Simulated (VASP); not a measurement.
Input of a VASP 6.6.1 run:

The input INCAR:

```
  PREC = Accurate
  ENCUT = 520
  EDIFF = 1E-8
  ISMEAR = -1
  SIGMA = 0.05
  LREAL = False
  LASPH = True
  NELM = 100
  ALGO = Normal
  ISIF = 2
  LWAVE = False
  LCHARG = False
  GGA = PE
  LEFG = True
  NBANDS = 17
```

The input KPOINTS:

```
Automatic mesh
0
Gamma
  13 13 7
```

POSCAR

```
Hf
1.0
    3.2387651710      0.0000000000      0.0000000000
   -1.6193825855      2.8048529150      0.0000000000
    0.0000000000      0.0000000000      5.1243576326
Hf
2
Direct
    0.3333333333      0.6666666667      0.2500000000
    0.6666666667      0.3333333333      0.7500000000
```

Potentials or basis: VASP PAW PBE potentials, release 64 (Hf_pv).

Run with:

```sh
$ cat potpaw_PBE.64/Hf_pv/POTCAR > POTCAR
$ mpirun -np 1 vasp_std > vasp.out
```

Problem. Estimate the pressure.

Solution. -3.7 GPa.

Problem. What does it give for the band gap on the k mesh?

Solution. Zero (bands 10 and 11 overlap by 1.58 eV).

Electric field gradients, principal values (V/Å²):
```tsv
atom	least	middle	greatest (by size)
1 Hf	-35.996	-35.997	71.994
2 Hf	-35.996	-35.997	71.994
```

Caveat: the cell stands under tension; without QUAD_EFG the Cq values of the log hold for a quadrupole moment of 1 mb, not for the nuclei; spin-orbit coupling is left out, which moves the levels of the heavy elements.
